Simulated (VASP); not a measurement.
Crystal: Li3IF2.

```
CELL_PARAMETERS angstrom
5.74059 0.00000 0.00000
-2.87029 4.97149 0.00000
0.00000 0.00000 3.74882
ATOMIC_POSITIONS crystal
Li 0.50000 0.00000 0.50000
Li 0.00000 0.50000 0.50000
Li 0.50000 0.50000 0.50000
I 0.00000 0.00000 0.50000
F 0.33333 0.66667 0.50000
F 0.66667 0.33333 0.50000
```

```yaml
Program: VASP 6.6.1
Task: relaxation of cell and atoms
Functional: PBE
Potentials_or_basis: VASP PAW PBE potentials, release 64 (Li_sv, I, F)
Cutoff: 600 eV
k_mesh: 6 × 6 × 4
Occupations: gaussian, width 0.1 eV
Spin: no spin polarisation
```

At the start: pressure 9.1 GPa; volume 17.83 Å³/atom.

Question: Where does the relaxation end?

Answer: Over 8 steps the energy falls by 122.0 meV/atom and the volume is 23.94 Å³/atom (+34.2 %); space group P6/mmm (No. 191, to 0.05 Å).

Step by step:
| step | energy change (eV) | largest force (eV/Å) | pressure (GPa) | volume (Å³) |
| --- | --- | --- | --- | --- |
| 1 | 0.0000 | 0.0000 | 9.12 | 106.99 |
| 2 | -0.5656 | 0.0000 | 1.84 | 123.42 |
| 3 | -0.5850 | 0.0000 | 0.37 | 128.87 |
| 4 | -0.5859 | 0.0000 | 0.62 | 127.85 |
| 5 | -0.6268 | 0.0000 | 0.49 | 130.31 |
| 6 | -0.7067 | 0.0000 | 0.22 | 137.66 |
| 7 | -0.7005 | 0.0000 | -0.57 | 152.25 |
| 8 | -0.7323 | 0.0000 | -0.04 | 143.63 |

Final structure:
```
Li I F
1.0
     6.18071    0.00000    0.00000
    -3.09036    5.35266    0.00000
     0.00000    0.00000    4.34139
Li I F
3 1 2
Direct
  0.50000 0.00000 0.50000
  0.00000 0.50000 0.50000
  0.50000 0.50000 0.50000
  0.00000 0.00000 0.50000
  0.33333 0.66667 0.50000
  0.66667 0.33333 0.50000
```

Caveat: the cutoff is under 1.25 times the usual one of these potentials, so pressure, stress and relaxed cells hold a basis-set (Pulay) error; the volume moved by over 15 % at a fixed basis, so the end points are rough.
